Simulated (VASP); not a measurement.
Input of a VASP 6.6.1 run:

Contents of INCAR:

```
PREC = Accurate
ENCUT = 500
EDIFF = 1E-6
ISMEAR = 0
SIGMA = 0.02
LREAL = F
LASPH = T
NELM = 120
ALGO = Normal
ISIF = 2
LWAVE = F
LCHARG = T
GGA = PE
LELF = T
LVHAR = T
NBANDS = 16
GGA_COMPAT = F
```

Contents of KPOINTS:

```
regular mesh
0
Gamma
  8 8 8
```

Contents of POSCAR:

```
CdS
1.0
    0.0000000000      2.9633251217      2.9633251217
    2.9633251217      0.0000000000      2.9633251217
    2.9633251217      2.9633251217      0.0000000000
Cd S
1 1
Direct
    0.2500000000      0.2500000000      0.2500000000
    0.0000000000      0.0000000000      0.0000000000
```

Potentials or basis: VASP PAW PBE potentials, release 64 (Cd, S).

Run with:

```bash
$ cat potpaw_PBE.64/Cd/POTCAR potpaw_PBE.64/S/POTCAR > POTCAR
$ mpirun -np 1 vasp_std > vasp.out
```

(1) Predict the pressure.

(2) Predict the band gap on the k mesh.

## Answers

(1) 0.3 GPa.

(2) 1.04 eV.
